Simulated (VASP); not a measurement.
A run of VASP 6.6.1:

The input INCAR:

```
SYSTEM = BPd4
PREC     = Accurate       ! precision mode
ENCUT    = 520            ! plane-wave cutoff, eV
EDIFF    = 1E-7           ! SCF threshold, eV
ISMEAR   = 0              ! smearing method
SIGMA    = 0.1            ! smearing width, eV
LREAL    = .False.        ! projectors in reciprocal space
LASPH    = .True.         ! aspherical terms in the spheres
NELM     = 60             ! most SCF steps
ALGO     = Normal         ! electronic algorithm
ISIF     = 2              ! what is computed and relaxed
LWAVE    = .False.        ! write WAVECAR
LCHARG   = .False.        ! write CHGCAR
GGA      = PE             ! functional
NBANDS   = 30             ! bands
```

The input KPOINTS:

```
regular mesh
0
Gamma
  4 4 4
  0 0 0
```

Contents of POSCAR:

```
BPd4
1.0
   -2.6880927074      2.6880927074      2.6880927074
    2.6880927074     -2.6880927074      2.6880927074
    2.6880927074      2.6880927074     -2.6880927074
B Pd
1 4
Direct
    0.0000000000      0.0000000000      0.0000000000
    0.4317432596      0.4317432596      0.4317432596
    0.5682567404      0.0000000000      0.0000000000
    0.0000000000      0.0000000000      0.5682567404
    0.0000000000      0.5682567404      0.0000000000
```

Potentials or basis: VASP PAW PBE potentials, release 64 (B, Pd).

Run with:

```sh
$ cat potpaw_PBE.64/B/POTCAR potpaw_PBE.64/Pd/POTCAR > POTCAR
$ mpirun -np 1 vasp_std > vasp.out
```

Hardware: 1 thread of Intel(R) Xeon(R) 6975P-C (Granite Rapids) (shared host).

Q: Estimate the wall time of this run.

A: Wall time 11 s on 1 thread of Intel(R) Xeon(R) 6975P-C (Granite Rapids), with other jobs on the host, peak memory 0.2 GiB. Counts: scf iterations 14, k points 8.
